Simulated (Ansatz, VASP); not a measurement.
**SnO2 in VASP and in Ansatz**

Contents of INCAR:

```
ALGO = Normal ; EDIFF = 1E-6
ENCUT = 520 ; GGA = PE
ISIF = 2 ; ISMEAR = 0
IVDW = 12 ; LASPH = True
LCHARG = False ; LREAL = False
LWAVE = False ; NBANDS = 64
NELM = 100 ; PREC = Accurate
SIGMA = 0.05
```

KPOINTS

```
k-points
0
Gamma
  6 6 6
```

POSCAR

```
SnO2
1.0
    3.2373377712      1.8690778337      4.2908446647
   -3.2373377712      1.8690778337      4.2908446647
    0.0000000000     -3.7381556673      4.2908446647
Sn O
4 8
Direct
    0.8659889545      0.8641739096      0.8641739097
    0.3659848879      0.3641983272      0.8641827329
    0.3659848879      0.8641827328      0.3641983272
    0.8659931924      0.3641920904      0.3641920905
    0.1351995841      0.6141777125      0.6141776958
    0.6351487010      0.1141882828      0.6141746732
    0.6351487010      0.6141746899      0.1141882660
    0.5855167849      0.6198476187      0.6198476348
    0.1351825421      0.1141890665      0.1141890497
    0.0854709740      0.1198621169      0.6198348088
    0.0854709740      0.6198347927      0.1198621331
    0.5855197791      0.1198426797      0.1198426958
```

Input for Ansatz:

```yaml
crystal:
  lattice:
    - [3.2373377712, 1.8690778337, 4.2908446647]
    - [-3.2373377712, 1.8690778337, 4.2908446647]
    - [0.0, -3.7381556673, 4.2908446647]
  atoms:
    - { symbol: Sn, position: [0.8659889545, 0.8641739096, 0.8641739097] }
    - { symbol: Sn, position: [0.3659848879, 0.3641983272, 0.8641827329] }
    - { symbol: Sn, position: [0.3659848879, 0.8641827328, 0.3641983272] }
    - { symbol: Sn, position: [0.8659931924, 0.3641920904, 0.3641920905] }
    - { symbol: O, position: [0.1351995841, 0.6141777125, 0.6141776958] }
    - { symbol: O, position: [0.635148701, 0.1141882828, 0.6141746732] }
    - { symbol: O, position: [0.635148701, 0.6141746899, 0.114188266] }
    - { symbol: O, position: [0.5855167849, 0.6198476187, 0.6198476348] }
    - { symbol: O, position: [0.1351825421, 0.1141890665, 0.1141890497] }
    - { symbol: O, position: [0.085470974, 0.1198621169, 0.6198348088] }
    - { symbol: O, position: [0.085470974, 0.6198347927, 0.1198621331] }
    - { symbol: O, position: [0.5855197791, 0.1198426797, 0.1198426958] }
basis:
  ecutwfc: 520.0
kpoints:
  mp_grid: { grid: [6, 6, 6] }
hamiltonian:
  xc: pbe
  pseudopotentials: { kind: paw, azcp: { folder: soft_1 } }
  dispersion: d3bj
scf:
  occupations: { method: gaussian, width: 0.05 }
output:
  forces: true
  stress: true
  eigenvalues: true
```

Change from the starting cell: mode 20 frozen in at -0.025 Å and mode 26 at +0.103 Å (largest displacements).

Alike in both runs: task single point; functional PBE; dispersion D3(BJ); k mesh 6 × 6 × 6; occupations gaussian, width 0.05 eV; no spin polarisation.

```csv
,VASP,Ansatz
version,VASP 6.6.1,Ansatz 0.2.0
potentials or method,"VASP PAW PBE potentials, release 64 (Sn_d, O), cutoff 520 eV","scalar-relativistic, plane waves, PAW"
valence electrons in the cell,104,104
```

Ansatz gave:

| Item | Value |
| --- | --- |
| gap on the k mesh at the Fermi level (eV) | 1.53 |
| least direct gap on the mesh (eV) | 1.53 |
| pressure (GPa) | 1.4 |
| traceless stress, the component that is largest in VASP (GPa) | 7.50 |
| rms of the force components (eV/Å) | 0.570 |

Problem. What did VASP give for the same quantities?

Solution. gap on the k mesh at the Fermi level (eV): 1.51; least direct gap on the mesh (eV): 1.51; pressure (GPa): 2.1; traceless stress, the component that is largest in VASP (GPa): 7.61; rms of the force components (eV/Å): 0.585.

Atom by atom the forces differ by 0.029 eV/Å (rms over components).
